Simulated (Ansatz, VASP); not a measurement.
**One calculation of Pd, two programs**

```
Pd
1.0
     0.00000    1.97204    1.97204
     1.97204    0.00000    1.97204
     1.97204    1.97204    0.00000
Pd
1
Direct
  0.00000 0.00000 0.00000
```

Alike in both runs: task single point; functional PBE; k mesh 14 × 14 × 14; occupations gaussian, width 0.05 eV; no spin polarisation.

|  | VASP | Ansatz |
| --- | --- | --- |
| version | VASP 6.6.1 | Ansatz 0.2.0 |
| potentials or method | VASP PAW PBE potentials, release 64 (Pd), cutoff 520 eV | scalar-relativistic, plane waves, PAW |
| valence electrons in the cell | 10 | 18 |

```tsv
	VASP	Ansatz	Ansatz less VASP
gap on the k mesh at the Fermi level (eV)	none	none	-
pressure (GPa)	-0.2	0.0	+0.20
```

A gap of «none» marks a metal or a gap that the smearing closes. VASP's potentials hold 10 valence electrons a cell and Ansatz's 18, so a difference there can come from the potentials and not from the codes.
